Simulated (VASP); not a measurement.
# WSe2 (P6_3/mmc) in VASP: further runs

WSe2 is run at these levels: PBE; tasks: relaxation of cell and atoms, single point.

Everything below comes from runs of VASP 6.6.1. Logs are shortened: lines on timing, memory, paths and dates and some standing lists are left out, and cuts for length are marked.

**What was measured.**

From “Time-resolved XUV ARPES with tunable 24–33 eV laser pulses at 30 meV resolution”, 2019, pmc:6684652, for a bulk crystal of WSe2: band gap 1.3 eV (indirect).

The runs below are set against these values where they give the same quantity.

## 1. The cell of the first run

The structure is hexagonal, space group P6_3/mmc (No. 194). The conventional cell has a = 3.321 Å, b = 3.321 Å, c = 15.257 Å, α = 90.00°, β = 90.00°, γ = 120.00°. Within 3.4 Å of W (site symmetry -6m2) lie 6 Se at 2.55 Å and 6 W at 3.32 Å. Se (site symmetry 3m) has 3 W at 2.55 Å and 7 Se at 3.32 to 3.36 Å within 3.4 Å.

## 2. Relaxation of cell and atoms, PBE

INCAR reads:

```
PREC = Accurate ; ENCUT = 600
EDIFF = 1E-6 ; ISMEAR = 0
SIGMA = 0.02 ; LREAL = F
LASPH = T ; NELM = 80
ALGO = Normal ; ISIF = 3
LWAVE = F ; LCHARG = F
GGA = PE ; IBRION = 2
NSW = 100 ; EDIFFG = -0.005
```

KPOINTS reads:

```
regular mesh
0
Gamma
  12 12 2
```

POSCAR reads:

```
WSe2
1.0
    3.3206941868      0.0000000000      0.0000000000
   -1.6603470934      2.8758055240      0.0000000000
    0.0000000000      0.0000000000     15.2574372491
W Se
2 4
Direct
    0.3333333333      0.6666666667      0.2500000000
    0.6666666667      0.3333333333      0.7500000000
    0.3333333333      0.6666666667      0.6400207320
    0.6666666667      0.3333333333      0.1400207320
    0.3333333333      0.6666666667      0.8599792680
    0.6666666667      0.3333333333      0.3599792680
```

Potentials or basis: VASP PAW PBE potentials, release 64 (W_sv, Se).

The run is started by

```bash
$ cat potpaw_PBE.64/W_sv/POTCAR potpaw_PBE.64/Se/POTCAR > POTCAR
$ mpirun -np 1 vasp_std > vasp.out
```

OUTCAR:

```text
PREC = Accurate
   ENCUT = 600
   EDIFF = 1E-6
   ISMEAR = 0
   LREAL = F
   LASPH = T
   NELM = 80
   ISIF = 3
   GGA = PE
   IBRION = 2
   NSW = 100
   EDIFFG = -0.005

 ion  position               nearest neighbor table
   1  0.333  0.667  0.250-   4 2.55   6 2.55   4 2.55   6 2.55   4 2.55   6 2.55
   2  0.667  0.333  0.750-   3 2.55   5 2.55   3 2.55   5 2.55   3 2.55   5 2.55
   3  0.333  0.667  0.640-   2 2.55   2 2.55   2 2.55
   4  0.667  0.333  0.140-   1 2.55   1 2.55   1 2.55
   5  0.333  0.667  0.860-   2 2.55   2 2.55   2 2.55
   6  0.667  0.333  0.360-   1 2.55   1 2.55   1 2.55

  LATTYP: Found a hexagonal cell.
 ALAT       =     3.3206941868
 C/A-ratio  =     4.5946529222

  Lattice vectors:

 A1 = (   3.3206941868,   0.0000000000,   0.0000000000)
 A2 = (  -1.6603470934,   2.8758055240,   0.0000000000)
 A3 = (   0.0000000000,   0.0000000000,  15.2574372491)

Analysis of symmetry for initial positions (statically):
=====================================================================
 Subroutine PRICEL returns:
 Original cell was already a primitive cell.

 Routine SETGRP: Setting up the symmetry group for a
 hexagonal supercell.

 Subroutine GETGRP returns: Found 24 space group operations
 (whereof 12 operations were pure point group operations)
 out of a pool of 24 trial point group operations.

The static configuration has the point symmetry D_3d.
 The point group associated with its full space group is D_6h.

Analysis of symmetry for dynamics (positions and initial velocities):
=====================================================================
 Subroutine PRICEL returns:
 Original cell was already a primitive cell.

 Routine SETGRP: Setting up the symmetry group for a
 hexagonal supercell.

 Subroutine GETGRP returns: Found 24 space group operations
 (whereof 12 operations were pure point group operations)
 out of a pool of 24 trial point group operations.

The dynamic configuration has the point symmetry D_3d.
 The point group associated with its full space group is D_6h.

 Subroutine INISYM returns: Found 24 space group operations
 (whereof 12 operations are pure point group operations),
 and found     1 'primitive' translations

----------------------------------------------------------------------------------------

                                     Primitive cell

  volume of cell :     145.7035

  direct lattice vectors                    reciprocal lattice vectors
     3.320694187  0.000000000  0.000000000     0.301141853  0.173864330  0.000000000
    -1.660347093  2.875805524  0.000000000     0.000000000  0.347728660  0.000000000
     0.000000000  0.000000000 15.257437249     0.000000000  0.000000000  0.065541807

  length of vectors
     3.320694187  3.320694187 15.257437249     0.347728660  0.347728660  0.065541807

  position of ions in fractional coordinates (direct lattice)
     0.333333333  0.666666667  0.250000000
     0.666666667  0.333333333  0.750000000
     0.333333333  0.666666667  0.640020732
     0.666666667  0.333333333  0.140020732
     0.333333333  0.666666667  0.859979268
     0.666666667  0.333333333  0.359979268

  ion indices of the primitive-cell ions
   primitive index   ion index
                 1           1
                 2           2
                 3           3
                 4           4
                 5           5
                 6           6

----------------------------------------------------------------------------------------

 KPOINTS: regular mesh

Automatic generation of k-mesh.
 Grid dimensions read from file:
 generate k-points for:   12   12    2

 Generating k-lattice:

  Cartesian coordinates                     Fractional coordinates (reciprocal lattice)
     0.025095154  0.014488694  0.000000000     0.083333333  0.000000000  0.000000000
     0.000000000  0.028977388  0.000000000     0.000000000  0.083333333  0.000000000
     0.000000000  0.000000000  0.032770903     0.000000000  0.000000000  0.500000000

  Length of vectors
     0.028977388  0.028977388  0.032770903

  Shift w.r.t. Gamma in fractional coordinates (k-lattice)
     0.000000000  0.000000000  0.000000000

 Subroutine IBZKPT returns following result:
 ===========================================

 Found     38 irreducible k-points:

 Following reciprocal coordinates:
            Coordinates               Weight
  0.000000  0.000000  0.000000      1.000000
  0.083333 -0.000000  0.000000      6.000000
  0.166667 -0.000000  0.000000      6.000000
  0.250000 -0.000000  0.000000      6.000000
  0.333333 -0.000000  0.000000      6.000000
  0.416667 -0.000000  0.000000      6.000000
[... 16 lines left out ...]
  0.250000 -0.000000  0.500000      6.000000
  0.333333 -0.000000  0.500000      6.000000
 [... further k-points ...]
   k-points           NKPTS =     38   k-points in BZ     NKDIM =     38   number of bands    NBANDS=     31
   number of dos      NEDOS =    301   number of ions     NIONS =      6
   total plane-waves  NPLWV =  98784
   dimension x,y,z NGX =    28 NGY =   28 NGZ =  126
   dimension x,y,z NGXF=    56 NGYF=   56 NGZF=  252
   ions per type =               2   4
   NGX,Y,Z   is equivalent  to a cutoff of  14.02, 14.02, 13.73 a.u.
   NGXF,Y,Z  is equivalent  to a cutoff of  28.04, 28.04, 27.46 a.u.
 SYSTEM =  unknown system
   PREC   = accura    normal or accurate (medium, high low for compatibility)
   ISTART =      0    job   : 0-new  1-cont  2-samecut
   ICHARG =      2    charge: 1-file 2-atom 10-const
   ISPIN  =      1    spin polarized calculation?
   LNONCOLLINEAR =      F non collinear calculations
   LSORBIT =      F    spin-orbit coupling
   LASPH  =      T    aspherical Exc in radial PAW
   ENCUT  =  600.0 eV  44.10 Ry    6.64 a.u.   6.63  6.63 30.47*2*pi/ulx,y,z
   NELM   =     80;   NELMIN=  2; NELMDL= -5     # of ELM steps
   EDIFF  = 0.1E-05   stopping-criterion for ELM
   LREAL  =      F    real-space projection
   EDIFFG = -.5E-02   stopping-criterion for IOM
   NSW    =    100    number of steps for IOM
   IBRION =      2    ionic relax: 0-MD 1-quasi-New 2-CG
   NFREE  =      1    steps in history (QN), initial steepest desc. (CG)
   ISIF   =      3    stress and relaxation
   ISYM   =      2    0-nonsym 1-usesym 2-fastsym
   POTIM  = 0.5000    time-step for ionic-motion
   TEBEG  =    0.0;   TEEND  =   0.0 temperature during run
   PSTRESS=    0.0 pullay stress
   NELECT =      52.0000    total number of electrons
   NUPDOWN=      -1.0000    fix difference up-down
   EMIN   =  10.00;   EMAX   =-10.00  energy-range for DOS
   EFERMI =   0.00;   METHOD = LEGACY
   ISMEAR =     0;   SIGMA  =   0.02  broadening in eV -4-tet -1-fermi 0-gaus
   EFERMI_NEDOS =   21; number of points for ismear=-14 and -15
   IALGO  =     38    algorithm
   IMIX   =      4    mixing-type and parameters
     AMIX     =   0.40;   BMIX     =  1.00
     AMIX_MAG =   1.60;   BMIX_MAG =  1.00
  volume/ion in A,a.u.               =      24.28       163.88
  Fermi-wavevector in a.u.,A,eV,Ry     =   1.161233  2.194412 18.346933  1.348462
  Thomas-Fermi vector in A             =   2.297807
   LORBIT       =      0    0 simple, 1 ext, 2 COOP (PROOUT), +10 PAW based schemes
   GGA     = PE    functional components
   LHFCALC =     F    Hartree Fock is set to
   AEXX    =    0.0000 exact exchange contribution
   IVDW    =     0    specifies the selected vdW correction
   LEPSILON=     F    determine dielectric tensor
   LRPA    =     F    only Hartree local field effects (RPA)
 conjugate gradient relaxation of ions
 non-spin polarized calculation
 Gauss-broadening in eV      SIGMA  =   0.02
  energy-cutoff  :      600.00
  volume of cell :      145.70
 maximum number of plane-waves:      4913
 NGX is ok and might be reduce to    28
   NGX = 13   NGY = 13   NGZ = 61

--------------------------------------- Ionic step        1  -------------------------------------------

 number of electron      51.9999998 magnetization

 Free energy of the ion-electron system (eV)
  ---------------------------------------------------
  ext. energy  EPLUGINS =         0.00000000
  ---------------------------------------------------
  free energy    TOTEN  =       -43.25715441 eV

  energy without entropy =      -43.25715441  energy(sigma->0) =      -43.25715441

------------------------ aborting loop because EDIFF is reached ----------------------------------------

  FORCE on cell =-STRESS in cart. coord.  units (eV):
  Direction    XX          YY          ZZ          XY          YZ          ZX
  --------------------------------------------------------------------------------------
  -------------------------------------------------------------------------------------
  Total        0.2156224      0.2156224      0.3167380      0.0000000      0.0000000      0.0000000
  in kB        2.3710160      2.3710160      3.4828982      0.0000000      0.0000000      0.0000000
  external PRESSURE =       2.7416434 kB  Pullay stress =       0.0000000 kB
[... 65 lines left out ...]
  energy  without entropy=      -43.2560432020  energy(sigma->0) =      -43.25604320

--------------------------------------- Ionic step        3  -------------------------------------------

 number of electron      51.9999999 magnetization

 Free energy of the ion-electron system (eV)
  ---------------------------------------------------
  ext. energy  EPLUGINS =         0.00000000
  ---------------------------------------------------
  free energy    TOTEN  =       -43.25746851 eV

  energy without entropy =      -43.25746851  energy(sigma->0) =      -43.25746851

 E-fermi :   4.3476     XC(G=0):  -9.5078

 val. band max:        4.1400624329   @ k =   0.3333   0.3333   0.0000
 cond. band min:       5.6106403143   @ k =   0.1667   0.1667   0.0000
 fundamental gap:      1.4705778814
 Fermi energy:         4.3475723699

 k-point     1 :       0.0000    0.0000    0.0000
  band No.  band energies     occupation
      1     -69.9682      2.00000
      2     -69.9682      2.00000
      3     -34.1851      2.00000
      4     -34.1851      2.00000
      5     -34.0843      2.00000
      6     -34.0843      2.00000
[... 805 lines left out ...]
     30       6.3553      0.00000
     31       7.3330      0.00000

 [... further k-points ...]

------------------------ aborting loop because EDIFF is reached ----------------------------------------

  FORCE on cell =-STRESS in cart. coord.  units (eV):
  Direction    XX          YY          ZZ          XY          YZ          ZX
  --------------------------------------------------------------------------------------
  -------------------------------------------------------------------------------------
  Total        0.0094150      0.0094150     -0.0026947      0.0000000      0.0000000      0.0000000
  in kB        0.1033314      0.1033314     -0.0295745      0.0000000      0.0000000      0.0000000
  external PRESSURE =       0.0590294 kB  Pullay stress =       0.0000000 kB
[... 21 lines left out ...]
  FREE ENERGIE OF THE ION-ELECTRON SYSTEM (eV)
  ---------------------------------------------------
  free  energy   TOTEN  =       -43.2574685112 eV

  energy  without entropy=      -43.2574685112  energy(sigma->0) =      -43.25746851

 reached required accuracy - stopping structural energy minimisation
```

Wall time 9.5 min (1 thread of Intel Xeon Platinum 8375C at 2.90GHz (Ice Lake), shared host); peak memory 0.43 GiB.

Results:

```
Free energy                           : -43.2575 eV
Relaxed volume                        : 24.33 Å³/atom
Relaxed cell                          : a = 3.323 Å, b = 3.323 Å, c = 15.270 Å, α = 90.00°, β = 90.00°, γ = 120.00°
Space group after relaxing (to 0.1 Å) : P6_3/mmc (No. 194)
Energy gained by relaxing             : 0.1 meV/atom
Ionic steps                           : 3
Pressure after relaxing               : 0.0 GPa
Band gap on the k mesh                : 1.47 eV (least direct gap 1.52 eV)
```

The path:
| step | energy change (eV) | largest force (eV/Å) | pressure (GPa) | volume (Å³) |
| --- | --- | --- | --- | --- |
| 1 | 0.0000 | 0.0478 | 0.27 | 145.70 |
| 2 | 0.0011 | 0.0986 | -0.57 | 146.58 |
| 3 | -0.0003 | 0.0006 | 0.01 | 145.98 |

Final structure:
```
CELL_PARAMETERS angstrom
3.32252 0.00000 0.00000
-1.66126 2.87739 0.00000
0.00000 0.00000 15.26977
ATOMIC_POSITIONS crystal
W 0.33333 0.66667 0.25000
W 0.66667 0.33333 0.75000
Se 0.33333 0.66667 0.63997
Se 0.66667 0.33333 0.13997
Se 0.33333 0.66667 0.86003
Se 0.66667 0.33333 0.36003
```

Caveat: spin-orbit coupling is left out, which moves the levels of the heavy elements; this functional lacks dispersion, which binds the layers, so the pressure and a relaxed spacing across them are unreliable. A k mesh can miss the band edges.

(Part 1 of 2 ends here.)
